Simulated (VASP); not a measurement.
# Al: single point with LDA

Al:

```xyz
1
Lattice="0.0000 1.9918 1.9918 1.9918 0.0000 1.9918 1.9918 1.9918 0.0000" Properties=species:S:1:pos:R:3 pbc="T T T"
Al    0.0000    0.0000    0.0000
```

```yaml
Program: VASP 6.6.1
Task: single point
Functional: LDA
Potentials_or_basis: VASP PAW LDA potentials, release 64 (Al)
Cutoff: 520 eV
k_mesh: 18 × 18 × 18
Occupations: gaussian, width 0.1 eV
Spin: no spin polarisation
```

The pressure is 0.1 GPa.

Levels at points of the mesh, in eV from the Fermi level:
```
           k point  band 1  band 2  band 3  band 4  band 5  band 6
(0.00, 0.00, 0.00)  -11.39   12.81   12.81   12.81   14.47   14.47
(0.50, 0.00, 0.00)   -4.71   -4.44   11.64   11.64   11.71   11.71
(0.50, 0.50, 0.00)   -2.99   -1.61    5.31    5.75    5.75    9.37
```

Wall time 12 s on 1 thread of AMD EPYC 9R14 (Zen 4), on a shared host, peak memory 0.1 GiB.
